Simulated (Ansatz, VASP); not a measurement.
## One calculation of CdTe, two programs

INCAR

```
SYSTEM = CdTe
PREC = Accurate ; ENCUT = 520
EDIFF = 1E-7 ; ISMEAR = 0
SIGMA = 0.05 ; LREAL = .False.
LASPH = .True. ; NELM = 80
ALGO = Normal ; ISIF = 2
LWAVE = .False. ; LCHARG = .True.
LELF = .True. ; LVHAR = .True.
NBANDS = 16
```

KPOINTS

```
regular mesh
0
Gamma
  8 8 8
  0 0 0
```

The input POSCAR:

```
CdTe
1.0
    0.0000000000      3.2332471252      3.2332471252
    3.2332471252      0.0000000000      3.2332471252
    3.2332471252      3.2332471252      0.0000000000
Cd Te
1 1
Direct
    0.0000000000      0.0000000000      0.0000000000
    0.7500000000      0.7500000000      0.7500000000
```

Input for Ansatz:

```yaml
crystal:
  lattice:
    - [0.0, 3.2332471252, 3.2332471252]
    - [3.2332471252, 0.0, 3.2332471252]
    - [3.2332471252, 3.2332471252, 0.0]
  atoms:
    - { symbol: Cd, position: [0.0, 0.0, 0.0] }
    - { symbol: Te, position: [0.75, 0.75, 0.75] }
basis:
  ecutwfc: 420
kpoints:
  mp_grid: { grid: [8, 8, 8] }
hamiltonian:
  xc: lda
  pseudopotentials: { kind: paw }
scf:
  occupations: { method: gaussian, width: 0.05 }
output:
  forces: true
  stress: true
  eigenvalues: true
```

Alike in both runs: task single point; functional LDA; k mesh 8 × 8 × 8; occupations gaussian, width 0.05 eV; no spin polarisation.

|  | VASP | Ansatz |
| --- | --- | --- |
| version | VASP 6.6.1 | Ansatz 0.2.0 |
| potentials or method | VASP PAW LDA potentials, release 64 (Cd, Te), cutoff 520 eV | scalar-relativistic, plane waves, PAW |
| valence electrons in the cell | 18 | 36 |

|  | VASP | Ansatz | Ansatz less VASP |
| --- | --- | --- | --- |
| gap on the k mesh at the Fermi level (eV) | 0.57 | 0.53 | -0.041 |
| least direct gap on the mesh (eV) | 0.57 | 0.53 | -0.041 |
| pressure (GPa) | -0.9 | -1.2 | -0.24 |

LDA's correlation is that of Perdew and Zunger in VASP and of Perdew and Wang (1992) in Ansatz. VASP's potentials hold 18 valence electrons a cell and Ansatz's 36, so a difference there can come from the potentials and not from the codes.

Neither program's run includes spin-orbit coupling.
